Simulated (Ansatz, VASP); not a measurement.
As in VASP and in Ansatz

The input INCAR:

```
SYSTEM = As
PREC = Accurate
ENCUT = 600
EDIFF = 1E-6
ISMEAR = 0
SIGMA = 0.1
LREAL = .False.
LASPH = .True.
NELM = 100
ALGO = Normal
ISIF = 3
LWAVE = .False.
LCHARG = .False.
GGA = PE
IBRION = 2
NSW = 100
EDIFFG = -0.01
```

Contents of KPOINTS:

```
Automatic mesh
0
Gamma
  12 12 8
  0 0 0
```

Contents of POSCAR:

```
As
1.0
    4.6154885701      0.0000000000      0.0000000000
   -2.3077442850      3.9971303525      0.0000000000
    0.0000000000      0.0000000000      5.7580954540
As
4
Direct
    0.3333333333      0.6666666667      0.4656592468
    0.6666666667      0.3333333333      0.9656592468
    0.6666666667      0.3333333333      0.5343407532
    0.3333333333      0.6666666667      0.0343407532
```

Input for Ansatz:

```yaml
crystal:
  lattice:
    - [4.6154885701, 0.0, 0.0]
    - [-2.307744285, 3.9971303525, 0.0]
    - [0.0, 0.0, 5.758095454]
  atoms:
    - { symbol: As, position: [0.3333333333, 0.6666666667, 0.4656592468] }
    - { symbol: As, position: [0.6666666667, 0.3333333333, 0.9656592468] }
    - { symbol: As, position: [0.6666666667, 0.3333333333, 0.5343407532] }
    - { symbol: As, position: [0.3333333333, 0.6666666667, 0.0343407532] }
basis:
  ecutwfc: 420
kpoints:
  mp_grid: { grid: [12, 12, 8] }
hamiltonian:
  xc: pbe
scf:
  occupations: { method: gaussian, width: 0.1 }
output:
  forces: true
  stress: true
  eigenvalues: true
relax:
  adjacent_minimum: "off"
  f_tol: 0.01
  max_steps: 80
  cell: { stress_tol: 0.05 }
```

Alike in both runs: task relaxation of cell and atoms; functional PBE; k mesh 12 × 12 × 8; occupations gaussian, width 0.1 eV; no spin polarisation.

|  | VASP | Ansatz |
| --- | --- | --- |
| version | VASP 6.6.1 | Ansatz 0.2.0 |
| potentials or method | VASP PAW PBE potentials, release 64 (As), cutoff 600 eV | scalar-relativistic, plane waves, PAW |
| valence electrons in the cell | 20 | 60 |

```csv
,VASP,Ansatz,Ansatz less VASP
"gap on the k mesh at the Fermi level, each at its own relaxed structure (eV)",none,none,-
relaxed volume (Å³/atom),27.00,26.93,-0.076
relaxed length of the cell vector where the two differ most in proportion (Å),5.847,5.838,-0.0086
```

A gap of «none» marks a metal or a gap that the smearing closes. VASP's potentials hold 20 valence electrons a cell and Ansatz's 60, so a difference there can come from the potentials and not from the codes.
